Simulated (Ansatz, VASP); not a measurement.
# Two plane-wave programs on BaTiO3

```
CELL_PARAMETERS angstrom
4.03253 0.00000 0.00000
0.00000 4.03253 0.00000
0.00000 0.00000 4.03253
ATOMIC_POSITIONS crystal
Ba 0.50000 0.50000 0.50000
Ti 0.00000 0.00000 0.00000
O 0.50000 0.00000 0.00000
O 0.00000 0.50000 0.00000
O 0.00000 0.00000 0.50000
```

Change from the starting cell: volume scaled by 1.02, ions relaxed.

Alike in both runs: functional PBE; k mesh 8 × 8 × 8; occupations fermi-dirac, width 0.02 eV; no spin polarisation.

Ansatz relaxed the structure, and its values are those at the end. VASP's run is a single point on that final structure, the one shown.

```csv
,VASP,Ansatz
version,VASP 6.6.1,Ansatz 0.2.0
potentials or method,"VASP PAW PBE potentials, release 64 (Ba_sv, Ti_sv, O)","plane-wave PAW, scalar-relativistic"
plane-wave cutoff (eV),520,420
valence electrons in the cell,40,40
```

|  | VASP | Ansatz | Ansatz less VASP |
| --- | --- | --- | --- |
| gap on the k mesh at the Fermi level (eV) | 1.70 | 1.76 | +0.063 |
| pressure (GPa) | 0.1 | -1.6 | -1.66 |

Ansatz's warnings: stress scf threshold loose.

Spin-orbit coupling is off throughout.
